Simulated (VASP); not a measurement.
A run of VASP 6.6.1 is set up as follows.

The input INCAR:

```
SYSTEM = Te
ALGO = Normal
EDIFF = 1E-7
ENCUT = 520
GGA = PS
ISIF = 2
ISMEAR = -1
LASPH = .True.
LCHARG = .False.
LREAL = .False.
LWAVE = .False.
NBANDS = 9
NELM = 100
PREC = Accurate
SIGMA = 0.08
```

File KPOINTS:

```
k-points
0
Gamma
  13 13 13
  0 0 0
```

Contents of POSCAR:

```
Te
1.0
    3.1500884291      0.0000000000      0.0000000000
    0.0000000000      3.1500884291      0.0000000000
    0.0000000000      0.0000000000      3.1500884291
Te
1
Direct
    0.0000000000      0.0000000000      0.0000000000
```

Potentials or basis: VASP PAW PBE potentials, release 64 (Te).

Command:

```bash
$ cat potpaw_PBE.64/Te/POTCAR > POTCAR
$ mpirun -np 1 vasp_std > vasp.out
```

Problem. Estimate the pressure.

Solution. 0.0 GPa.

Problem. Predict the band gap on the k mesh.

Solution. Zero (band 3 reaches 9.59 eV, above the bottom of band 4 at 3.85 eV).

Caveat: the PAW data sets were made with another functional, which shifts forces and pressure a little; spin-orbit coupling is left out, which moves the levels of the heavy elements.
